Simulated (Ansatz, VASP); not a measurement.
BeTe: VASP beside Ansatz

File INCAR:

```
SYSTEM = BeTe
PREC = Accurate
ENCUT = 520
EDIFF = 1E-6
ISMEAR = 0
SIGMA = 0.05
LREAL = .False.
LASPH = .True.
NELM = 60
ALGO = Normal
ISIF = 2
LWAVE = .False.
LCHARG = .False.
GGA = PE
NBANDS = 11
```

KPOINTS

```
regular mesh
0
Gamma
  8 8 8
  0 0 0
```

POSCAR

```
BeTe
1.0
    0.0000000000      2.7700000000      2.8531000000
    2.7700000000      0.0000000000      2.8531000000
    2.7700000000      2.7700000000      0.0000000000
Be Te
1 1
Direct
    0.0000000000      0.0000000000      0.0000000000
    0.7500000000      0.7500000000      0.7500000000
```

Input for Ansatz:

```yaml
crystal:
  lattice:
    - [0.0, 2.77, 2.8531]
    - [2.77, 0.0, 2.8531]
    - [2.77, 2.77, 0.0]
  atoms:
    - { symbol: Be, position: [0.0, 0.0, 0.0] }
    - { symbol: Te, position: [0.75, 0.75, 0.75] }
basis:
  ecutwfc: 420
kpoints:
  mp_grid: { grid: [8, 8, 8] }
hamiltonian:
  xc: pbe
scf:
  occupations: { method: gaussian, width: 0.05 }
output:
  forces: true
  stress: true
  eigenvalues: true
```

Change from the starting cell: strain +0.000 along x and y, +0.030 along z, atoms carried along.

Alike in both runs: task single point; functional PBE; k mesh 8 × 8 × 8; occupations gaussian, width 0.05 eV; no spin polarisation.

|  | VASP | Ansatz |
| --- | --- | --- |
| version | VASP 6.6.1 | Ansatz 0.2.0 |
| potentials or method | VASP PAW PBE potentials, release 64 (Be, Te), cutoff 520 eV | scalar-relativistic, plane waves, PAW |
| valence electrons in the cell | 8 | 18 |

|  | VASP | Ansatz | Ansatz less VASP |
| --- | --- | --- | --- |
| gap on the k mesh at the Fermi level (eV) | 1.80 | 1.82 | +0.015 |
| least direct gap on the mesh (eV) | 3.52 | 3.54 | +0.020 |
| pressure (GPa) | 2.4 | 2.2 | -0.16 |
| traceless stress, the component that is largest in VASP (GPa) | -1.28 | -1.28 | -0.005 |

VASP's potentials hold 8 valence electrons a cell and Ansatz's 18, so a difference there can come from the potentials and not from the codes.

Spin-orbit coupling is off throughout.
